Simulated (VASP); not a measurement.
A run of VASP 6.6.1 is set up as follows.

File INCAR:

```
PREC     = Accurate       # precision mode
ENCUT    = 520            # plane-wave cutoff, eV
EDIFF    = 1E-7           # SCF threshold, eV
ISMEAR   = 0              # smearing method
SIGMA    = 0.1            # smearing width, eV
LREAL    = False          # projectors in reciprocal space
LASPH    = True           # aspherical terms in the spheres
NELM     = 80             # most SCF steps
ALGO     = Normal         # electronic algorithm
ISIF     = 2              # what is computed and relaxed
LWAVE    = False          # write WAVECAR
LCHARG   = False          # write CHGCAR
GGA      = PE             # functional
NBANDS   = 36             # bands
```

The input KPOINTS:

```
regular mesh
0
Gamma
  12 12 8
```

File POSCAR:

```
Ge
1.0
    3.9734959415      0.0000000000      0.0000000000
   -1.9867479708      3.4411484272      0.0000000000
    0.0000000000      0.0000000000      6.6796077001
Ge
4
Direct
    0.0000000000      0.0000000000      0.8137723460
    0.0000000000      0.0000000000      0.1862276540
    0.3333333333      0.6666666667      0.6624315044
    0.6666666667      0.3333333333      0.3375684956
```

Potentials or basis: VASP PAW PBE potentials, release 64 (Ge_d).

Command:

```console
$ cat potpaw_PBE.64/Ge_d/POTCAR > POTCAR
$ mpirun -np 1 vasp_std > vasp.out
```

(1) Predict the pressure.

(2) Estimate the largest force.

Answers

(1) 0.0 GPa.

(2) 0.003 eV/Å.
